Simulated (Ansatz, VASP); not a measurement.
# Eu2BeAs2: VASP beside Ansatz

```
CELL_PARAMETERS angstrom
4.58863 0.00000 0.00000
0.00000 4.58863 0.00000
0.00000 0.00000 6.41735
ATOMIC_POSITIONS crystal
Eu 0.00000 0.50000 0.50000
Eu 0.50000 0.00000 0.50000
Be 0.50000 0.50000 0.00000
As 0.50000 0.50000 0.50000
As 0.00000 0.00000 0.00000
```

Alike in both runs: task single point; functional PBE; k mesh 4 × 4 × 4; occupations gaussian, width 0.1 eV; collinear spin.

```csv
,VASP,Ansatz
version,VASP 6.6.1,Ansatz 0.2.0
potentials or method,"VASP PAW PBE potentials, release 64 (Eu, Be, As), cutoff 520 eV","scalar-relativistic, plane waves, PAW"
valence electrons in the cell,46,66
```

|  | VASP | Ansatz | Ansatz less VASP |
| --- | --- | --- | --- |
| gap on the k mesh at the Fermi level (eV) | none | none | - |
| pressure (GPa) | 20.2 | 19.8 | -0.34 |
| traceless stress, the component that is largest in VASP (GPa) | -33.21 | -32.81 | +0.397 |
| net moment per atom (μB) | 2.81 | 2.82 | +0.003 |
| size of the moment on the site where the two differ most (μB) | 6.57 | 6.40 | -0.172 |

Site moments also hang on the region over which each program counts them. A gap of «none» marks a metal or a gap that the smearing closes. The functional is the same, so the differences come from potentials, cutoffs and numerics. VASP's potentials hold 46 valence electrons a cell and Ansatz's 66, so a difference there can come from the potentials and not from the codes.

Neither program's run includes spin-orbit coupling.
